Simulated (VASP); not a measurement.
**Fe: single point with PBE**

The system is Fe.

```xyz
8
Lattice="4.5148 0.0000 0.0000 0.0000 4.5148 0.0000 0.0000 0.0000 4.5148" Properties=species:S:1:pos:R:3 pbc="T T T"
Fe    0.0000    4.5148    0.0000
Fe    2.2574    2.2574    2.2574
Fe    1.1287    4.5148    2.2574
Fe    3.3861    4.5148    2.2574
Fe    2.2574    1.1287    0.0000
Fe    2.2574    3.3861    4.5148
Fe    4.5148    2.2574    1.1287
Fe    4.5148    2.2574    3.3861
```

- Program: VASP 6.6.1
- Task: single point
- Functional: PBE
- Potentials or basis: VASP PAW PBE potentials, release 64 (Fe)
- Cutoff: 520 eV
- k mesh: 6 × 6 × 6
- Occupations: fermi-dirac, width 0.05 eV
- Spin: collinear spin, ferromagnetic start
- Starting moments: [2.5, 2.5, 2.5, 2.5, 2.5, 2.5, 2.5, 2.5] μB

| Item | Value |
| --- | --- |
| Pressure | 0.0 GPa |
| Net moment | 17.39 μB per cell |
| Site moments | Fe +2.10, +2.20 (each value once) μB |
| Valence electrons inside the program's atomic spheres | Fe 7.29, 7.26 (each value once) |

Levels at points of the mesh, in eV from the Fermi level:
Spin up:
| k point | band 37 | band 38 | band 39 | band 40 | band 41 | band 42 | band 43 | band 44 | band 45 | band 46 |
| --- | --- | --- | --- | --- | --- | --- | --- | --- | --- | --- |
| (0.00, 0.00, 0.00) | -0.40 | -0.40 | -0.20 | -0.20 | -0.20 | 1.80 | 1.80 | 1.80 | 3.44 | 3.44 |
| (0.50, 0.00, 0.00) | -0.44 | -0.44 | -0.23 | -0.23 | 0.37 | 0.37 | 2.37 | 2.37 | 3.09 | 3.09 |
| (0.50, 0.50, 0.00) | -0.48 | -0.33 | -0.23 | -0.23 | -0.08 | 0.09 | 0.09 | 0.49 | 2.74 | 4.45 |
| (0.50, 0.50, 0.50) | -0.37 | -0.37 | -0.37 | -0.37 | 0.73 | 0.73 | 0.73 | 0.73 | 0.73 | 0.73 |
Spin down:
```tsv
k point	band 21	band 22	band 23	band 24	band 25	band 26	band 27	band 28
(0.00, 0.00, 0.00)	-0.61	-0.61	0.16	0.16	0.16	1.12	1.12	1.12
(0.50, 0.00, 0.00)	-0.35	-0.35	-0.07	-0.07	0.43	0.43	0.79	0.79
(0.50, 0.50, 0.00)	-0.21	0.17	0.17	0.23	0.25	0.25	0.44	0.69
(0.50, 0.50, 0.50)	-0.87	-0.87	-0.87	-0.87	0.98	0.98	0.98	0.98
```

Wall time 3.2 min on 1 thread of Intel(R) Xeon(R) Platinum 8488C (Sapphire Rapids), on a shared host, peak memory 0.29 GiB.
